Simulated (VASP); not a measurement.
# CO (P2_13) in VASP: single point with PBE+D3(BJ)

Aim: the single point of CO with PBE+D3(BJ).

Program: VASP 6.6.1. These are calculated values, not measurements. Logs are shortened: lines on timing, memory, paths and dates and some standing lists are left out, and cuts for length are marked.

## 1. The cell of the first run

Symmetry: P2_13, No. 198, cubic system. The conventional cell has a = 5.630 Å, b = 5.630 Å, c = 5.630 Å, α = 90.00°, β = 90.00°, γ = 90.00°. Within 1.4 Å of C (site symmetry 3) lie 1 O at 1.06 Å. Within 1.4 Å of O (site symmetry 3) lie 1 C at 1.06 Å.

## 2. Single point, PBE+D3(BJ)

File INCAR:

```
ALGO     = Normal         # electronic algorithm
EDIFF    = 1E-6           # SCF threshold, eV
ENCUT    = 700            # plane-wave cutoff, eV
GGA      = PE             # functional
GGA_COMPAT= F            
ISIF     = 2              # what is computed and relaxed
ISMEAR   = 0              # smearing method
ISYM     = -1           
IVDW     = 12             # dispersion correction
LASPH    = T              # aspherical terms in the spheres
LCHARG   = F              # write CHGCAR
LREAL    = Auto         
LWAVE    = F              # write WAVECAR
NBANDS   = 54             # bands
NELM     = 120            # most SCF steps
PREC     = Accurate       # precision mode
SIGMA    = 0.1            # smearing width, eV
```

File KPOINTS:

```
explicit points
4
Reciprocal
  0.25000000   0.25000000   0.25000000 2
  0.25000000   0.25000000   0.75000000 2
  0.25000000   0.75000000   0.25000000 2
  0.25000000   0.75000000   0.75000000 2
```

File POSCAR:

```
CO
1.0
   -5.6300000000      5.6300000000      0.0000000000
    0.0000000000      5.6300000000     -5.6300000000
   -5.6300000000      0.0000000000     -5.6300000000
C O
8 8
Direct
    0.9790000000      0.9790000000      0.0630000000
    0.4790000000      0.4790000000      0.5630000000
    0.4790000000      0.5630000000      0.9790000000
    0.9790000000      0.0630000000      0.4790000000
    0.5630000000      0.9790000000      0.9790000000
    0.0630000000      0.4790000000      0.4790000000
    0.9790000000      0.4790000000      0.9790000000
    0.4790000000      0.9790000000      0.4790000000
    0.5335000000      0.5335000000      0.3995000000
    0.0335000000      0.0335000000      0.8995000000
    0.0335000000      0.8995000000      0.5335000000
    0.5335000000      0.3995000000      0.0335000000
    0.8995000000      0.5335000000      0.5335000000
    0.3995000000      0.0335000000      0.0335000000
    0.5335000000      0.0335000000      0.5335000000
    0.0335000000      0.5335000000      0.0335000000
```

Potentials or basis: VASP PAW PBE potentials, release 64 (C, O).

Started as:

```
cat potpaw_PBE.64/C/POTCAR potpaw_PBE.64/O/POTCAR > POTCAR
mpirun -np 1 vasp_std > vasp.out
```

OUTCAR:

```text
EDIFF = 1E-6
   ENCUT = 700
   GGA = PE
   ISIF = 2
   ISMEAR = 0
   ISYM = -1
   IVDW = 12
   LASPH = T
   LREAL = Auto
   NELM = 120
   PREC = Accurate
 IVDW          = 12

 ion  position               nearest neighbor table
   1  0.979  0.979  0.063-  10 1.06
   2  0.479  0.479  0.563-   9 1.06
   3  0.479  0.563  0.979-  12 1.06
   4  0.979  0.063  0.479-  11 1.06
   5  0.563  0.979  0.979-  14 1.06
   6  0.063  0.479  0.479-  13 1.06
[... 8 lines left out ...]
  15  0.533  0.033  0.533-   8 1.06
  16  0.033  0.533  0.033-   7 1.06

IMPORTANT INFORMATION: All symmetrisations will be switched off!
NOSYMM: (Re-)initialisation of all symmetry stuff for point group C_1.

----------------------------------------------------------------------------------------

                                     Primitive cell

  volume of cell :     356.9071

  direct lattice vectors                    reciprocal lattice vectors
    -5.630000000  5.630000000  0.000000000    -0.088809947  0.088809947  0.088809947
     0.000000000  5.630000000 -5.630000000     0.088809947  0.088809947 -0.088809947
    -5.630000000  0.000000000 -5.630000000    -0.088809947 -0.088809947 -0.088809947

  length of vectors
     7.962022356  7.962022356  7.962022356     0.153823340  0.153823340  0.153823340

  position of ions in fractional coordinates (direct lattice)
     0.979000000  0.979000000  0.063000000
     0.479000000  0.479000000  0.563000000
     0.479000000  0.563000000  0.979000000
     0.979000000  0.063000000  0.479000000
     0.563000000  0.979000000  0.979000000
     0.063000000  0.479000000  0.479000000
[... 8 lines left out ...]
     0.533500000  0.033500000  0.533500000
     0.033500000  0.533500000  0.033500000

  ion indices of the primitive-cell ions
   primitive index   ion index
                 1           1
                 2           2
                 3           3
                 4           4
                 5           5
                 6           6
[... 8 lines left out ...]
                15          15
                16          16

----------------------------------------------------------------------------------------

 KPOINTS: explicit points

Read explicit list of k-points.

 Found      4 k-points:

 Following reciprocal coordinates:
            Coordinates               Weight
  0.250000  0.250000  0.250000      0.250000
  0.250000  0.250000  0.750000      0.250000
  0.250000  0.750000  0.250000      0.250000
  0.250000  0.750000  0.750000      0.250000
   k-points           NKPTS =      4   k-points in BZ     NKDIM =      4   number of bands    NBANDS=     54
   number of dos      NEDOS =    301   number of ions     NIONS =     16
   total plane-waves  NPLWV = 343000
   dimension x,y,z NGX =    70 NGY =   70 NGZ =   70
   dimension x,y,z NGXF=   140 NGYF=  140 NGZF=  140
   ions per type =               8   8
   NGX,Y,Z   is equivalent  to a cutoff of  14.62, 14.62, 14.62 a.u.
   NGXF,Y,Z  is equivalent  to a cutoff of  29.23, 29.23, 29.23 a.u.
 SYSTEM =  unknown system
   PREC   = accura    normal or accurate (medium, high low for compatibility)
   ISTART =      0    job   : 0-new  1-cont  2-samecut
   ICHARG =      2    charge: 1-file 2-atom 10-const
   ISPIN  =      1    spin polarized calculation?
   LNONCOLLINEAR =      F non collinear calculations
   LSORBIT =      F    spin-orbit coupling
   LASPH  =      T    aspherical Exc in radial PAW
   ENCUT  =  700.0 eV  51.45 Ry    7.17 a.u.  17.18 17.18 17.18*2*pi/ulx,y,z
   NELM   =    120;   NELMIN=  2; NELMDL= -5     # of ELM steps
   EDIFF  = 0.1E-05   stopping-criterion for ELM
   LREAL  =      T    real-space projection
   EDIFFG = 0.1E-04   stopping-criterion for IOM
   NSW    =      0    number of steps for IOM
   IBRION =     -1    ionic relax: 0-MD 1-quasi-New 2-CG
   NFREE  =      0    steps in history (QN), initial steepest desc. (CG)
   ISIF   =      2    stress and relaxation
   ISYM   =     -1    0-nonsym 1-usesym 2-fastsym
   POTIM  = 0.5000    time-step for ionic-motion
   TEBEG  =    0.0;   TEEND  =   0.0 temperature during run
   PSTRESS=    0.0 pullay stress
   NELECT =      80.0000    total number of electrons
   NUPDOWN=      -1.0000    fix difference up-down
   EMIN   =  10.00;   EMAX   =-10.00  energy-range for DOS
   EFERMI =   0.00;   METHOD = LEGACY
   ISMEAR =     0;   SIGMA  =   0.10  broadening in eV -4-tet -1-fermi 0-gaus
   EFERMI_NEDOS =   21; number of points for ismear=-14 and -15
   IALGO  =     38    algorithm
   IMIX   =      4    mixing-type and parameters
     AMIX     =   0.40;   BMIX     =  1.00
     AMIX_MAG =   1.60;   BMIX_MAG =  1.00
  volume/ion in A,a.u.               =      22.31       150.53
  Fermi-wavevector in a.u.,A,eV,Ry     =   0.994458  1.879253 13.455436  0.988947
  Thomas-Fermi vector in A             =   2.126411
   LORBIT       =      0    0 simple, 1 ext, 2 COOP (PROOUT), +10 PAW based schemes
   GGA     = PE    functional components
   LHFCALC =     F    Hartree Fock is set to
   AEXX    =    0.0000 exact exchange contribution
   IVDW    =    12    specifies the selected vdW correction
   LEPSILON=     F    determine dielectric tensor
   LRPA    =     F    only Hartree local field effects (RPA)
 non-spin polarized calculation
 Gauss-broadening in eV      SIGMA  =   0.10
  energy-cutoff  :      700.00
  volume of cell :      356.91
 maximum number of plane-waves:     15013
 NGX is ok and might be reduce to    70
   NGX = 35   NGY = 35   NGZ = 35

 number of electron      80.0000003 magnetization

 Free energy of the ion-electron system (eV)
  ---------------------------------------------------
  ext. energy  EPLUGINS =         0.00000000
  ---------------------------------------------------
  free energy    TOTEN  =      -115.07211805 eV

  energy without entropy =     -115.07211805  energy(sigma->0) =     -115.07211805

 E-fermi :  -4.5731     XC(G=0):  -6.4501

 val. band max:       -5.0863758557   @ k =   0.2500   0.2500   0.2500
 cond. band min:       1.3830361358   @ k =   0.2500   0.2500   0.2500
 fundamental gap:      6.4694119916
 Fermi energy:        -4.5730618320

 k-point     1 :       0.2500    0.2500    0.2500
  band No.  band energies     occupation
      1     -26.9550      2.00000
      2     -26.9343      2.00000
      3     -26.9303      2.00000
      4     -26.9238      2.00000
      5     -26.9230      2.00000
      6     -26.9217      2.00000
[... 44 lines left out ...]
     51       2.4335      0.00000
     52       2.5701      0.00000

 k-point     2 :       0.2500    0.2500    0.7500
  band No.  band energies     occupation
      1     -26.9456      2.00000
      2     -26.9391      2.00000
      3     -26.9323      2.00000
      4     -26.9323      2.00000
      5     -26.9206      2.00000
      6     -26.9183      2.00000
[... 44 lines left out ...]
     51       2.4767      0.00000
     52       2.5376      0.00000

 k-point     3 :       0.2500    0.7500    0.2500
  band No.  band energies     occupation
      1     -26.9456      2.00000
      2     -26.9391      2.00000
      3     -26.9323      2.00000
      4     -26.9323      2.00000
      5     -26.9206      2.00000
      6     -26.9183      2.00000
[... 44 lines left out ...]
     51       2.4827      0.00000
     52       2.5387      0.00000

 k-point     4 :       0.2500    0.7500    0.7500
  band No.  band energies     occupation
      1     -26.9456      2.00000
      2     -26.9391      2.00000
      3     -26.9323      2.00000
      4     -26.9322      2.00000
      5     -26.9206      2.00000
      6     -26.9183      2.00000
[... 44 lines left out ...]
     51       2.4782      0.00000
     52       2.5393      0.00000
 [bands above 52 left out]

------------------------ aborting loop because EDIFF is reached ----------------------------------------

 Edisp (eV)   -0.97481

 E8    (eV) :    -0.2516

  FORCE on cell =-STRESS in cart. coord.  units (eV):
  Direction    XX          YY          ZZ          XY          YZ          ZX
  --------------------------------------------------------------------------------------
  -------------------------------------------------------------------------------------
  Total      33.41307    33.41304    33.41236     0.00035     0.00026    -0.00028
  in kB     149.99328   149.99315   149.99009     0.00156     0.00118    -0.00128
  external pressure =      149.99 kB  Pullay stress =        0.00 kB

 VOLUME and BASIS-vectors are now :
 -----------------------------------------------------------------------------
  energy-cutoff  :      700.00
  volume of cell :      356.91
      direct lattice vectors                 reciprocal lattice vectors
    -5.630000000  5.630000000  0.000000000    -0.088809947  0.088809947  0.088809947
     0.000000000  5.630000000 -5.630000000     0.088809947  0.088809947 -0.088809947
    -5.630000000  0.000000000 -5.630000000    -0.088809947 -0.088809947 -0.088809947

 POSITION                                       TOTAL-FORCE (eV/Angst)
 -----------------------------------------------------------------------------------
     -5.86646     11.02354     -5.86646        -6.952757     -6.952715     -6.952634
     -5.86646      5.39354     -5.86646        -6.952846     -6.952798     -6.952685
     -8.20854      5.86646     -8.68146         6.952714      6.952758     -6.952619
     -8.20854      5.86646     -3.05146         6.952824      6.952849     -6.952706
     -8.68146      8.68146    -11.02354        -6.952814      6.952787      6.952624
     -3.05146      3.05146     -5.39354        -6.952786      6.952783      6.952584
[... 8 lines left out ...]
     -6.00721      3.19221     -3.19221        -6.957241      6.957221     -6.957102
     -0.37721      3.19221     -3.19221        -6.957202      6.957210     -6.957078
 -----------------------------------------------------------------------------------
    total drift:                                0.000028      0.000149     -0.000111

  FREE ENERGIE OF THE ION-ELECTRON SYSTEM (eV)
  ---------------------------------------------------
  free  energy   TOTEN  =      -116.0469230534 eV

  energy  without entropy=     -116.0469230534  energy(sigma->0) =     -116.04692305
```

It took 2.9 min on 1 thread of Intel Xeon Platinum 8488C (Sapphire Rapids), shared host; peak memory 0.65 GiB.

What came out:

```yaml
Free_energy: -116.0469 eV
Pressure: 15.0 GPa
Largest_force: 12.050 eV/Å
Band_gap_on_the_k_mesh: 6.47 eV
Dispersion_energy_per_atom: -0.061 eV
```

Forces in eV/Å, atoms in the order of the input:
```
C   -6.953 -6.953 -6.953
C   -6.953 -6.953 -6.953
C    6.953  6.953 -6.953
C    6.953  6.953 -6.953
C   -6.953  6.953  6.953
C   -6.953  6.953  6.953
C    6.953 -6.953  6.953
C    6.953 -6.953  6.953
O    6.957  6.957  6.957
O    6.957  6.957  6.957
O   -6.957 -6.957  6.957
O   -6.957 -6.957  6.957
O    6.957 -6.957 -6.957
O    6.957 -6.957 -6.957
O   -6.957  6.957 -6.957
O   -6.957  6.957 -6.957
```

Caveat: the cell stands under pressure; a shifted mesh leaves out Γ, where band edges can lie; forces of over 1 eV/Å act on the atoms, so gaps and moduli don't describe the material at rest. A k mesh can miss the band edges.
